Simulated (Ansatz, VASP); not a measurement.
This is a calculation of MgS for VASP 6.6.1.

Contents of INCAR:

```
SYSTEM = MgS
  PREC = Accurate
  ENCUT = 520
  EDIFF = 1E-6
  ISMEAR = 0
  SIGMA = 0.024
  LREAL = .False.
  LASPH = .True.
  NELM = 100
  ALGO = Normal
  ISIF = 2
  LWAVE = .False.
  LCHARG = .False.
  GGA = PE
  NBANDS = 11
```

KPOINTS

```
regular mesh
0
Gamma
  9 9 9
  0 0 0
```

File POSCAR:

```
MgS
1.0
    0.0000000000      2.6016500000      2.6016500000
    2.6016500000      0.0000000000      2.6016500000
    2.6016500000      2.6016500000      0.0000000000
S Mg
1 1
Direct
    0.5000000000      0.5000000000      0.5000000000
    0.0000000000      0.0000000000      0.0000000000
```

Potentials or basis: VASP PAW PBE potentials, release 64 (S, Mg).

Command:

```sh
$ cat potpaw_PBE.64/S/POTCAR potpaw_PBE.64/Mg/POTCAR > POTCAR
$ mpirun -np 1 vasp_std > vasp.out
```

Task: Set up the same calculation for Ansatz 0.2.0. Potentials there: Ansatz PAW.

Result: As run (the cutoff follows the program's own potentials):

Contents of input.yaml:

```yaml
crystal:
  lattice:
    - [0.0, 2.60165, 2.60165]
    - [2.60165, 0.0, 2.60165]
    - [2.60165, 2.60165, 0.0]
  atoms:
    - { symbol: S, position: [0.5, 0.5, 0.5] }
    - { symbol: Mg, position: [0.0, 0.0, 0.0] }
hamiltonian:
  xc: pbe
  pseudopotentials: { kind: paw }
kpoints:
  mp_grid: { grid: [9, 9, 9] }
scf:
  occupations: { method: gaussian, width: 0.024 }
output:
  forces: true
  stress: true
  eigenvalues: true
```

Potentials or basis: Ansatz PAW.

The run is started by

```bash
$ ansatz run input.yaml --threads 2 --pin off --max-ram 5632MiB --backend cpu --events-out ev --progress --plain --runs-dir out
```

Both were run:

|  | VASP | Ansatz | Ansatz less VASP |
| --- | --- | --- | --- |
| gap on the k mesh at the Fermi level (eV) | 2.91 | 2.92 | +0.014 |
| least direct gap on the mesh (eV) | 3.71 | 3.72 | +0.012 |
| pressure (GPa) | 0.9 | 1.2 | +0.30 |

With one functional, cell and mesh, what is left measures potentials, basis and numerics. VASP's potentials hold 8 valence electrons a cell and Ansatz's 16, so a difference there can come from the potentials and not from the codes.

Noted on Ansatz's run: odd divisions of the mesh miss points on the zone boundary, where band edges often lie, so the gap on the mesh can be too wide.
